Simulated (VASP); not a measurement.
Set up this calculation in VASP 6.6.1, as the native input.

```
Task                   : single point
Functional             : PBE
Potentials or basis    : VASP PAW PBE potentials, release 64 (Al, N)
Cutoff                 : 520 eV
k mesh                 : 10 × 10 × 6
Occupations            : gaussian, width 0.023 eV
Spin                   : no spin polarisation
Dipole correction      : no
Further INCAR settings : ALGO = Normal; EDIFF = 1e-06; NBANDS = 16
```

The structure of AlN lies in POSCAR:

```
AlN
1.0
    3.1130000000      0.0000000000      0.0000000000
   -1.5565000000      2.6959370820      0.0000000000
    0.0000000000      0.0000000000      4.9810000000
Al N
2 2
Direct
    0.6666666667      0.3333333333      0.5000000000
    0.3333333333      0.6666666667      0.0000000000
    0.6666666667      0.3333333333      0.8800000000
    0.3333333333      0.6666666667      0.3800000000
```

The input as run:

INCAR

```
SYSTEM = AlN
  PREC = Accurate
  ENCUT = 520
  EDIFF = 1E-6
  ISMEAR = 0
  SIGMA = 0.023
  LREAL = .FALSE.
  LASPH = .TRUE.
  NELM = 100
  ALGO = Normal
  ISIF = 2
  LWAVE = .FALSE.
  LCHARG = .FALSE.
  GGA = PE
  NBANDS = 16
```

KPOINTS

```
Automatic mesh
0
G
  10 10 6
  0 0 0
```

Potentials or basis: VASP PAW PBE potentials, release 64 (Al, N).

Run with:

```bash
$ cat potpaw_PBE.64/Al/POTCAR potpaw_PBE.64/N/POTCAR > POTCAR
$ mpirun -np 1 vasp_std > vasp.out
```

Results of the run:

```yaml
Pressure: 3.5 GPa
Largest_force: 0.129 eV/Å
Band_gap_on_the_k_mesh: 4.22 eV
```

Caveat: the cell stands under pressure.

Wall time 44 s on 1 thread of Intel Xeon 8259CL, with other jobs on the host, peak memory 0.17 GiB.
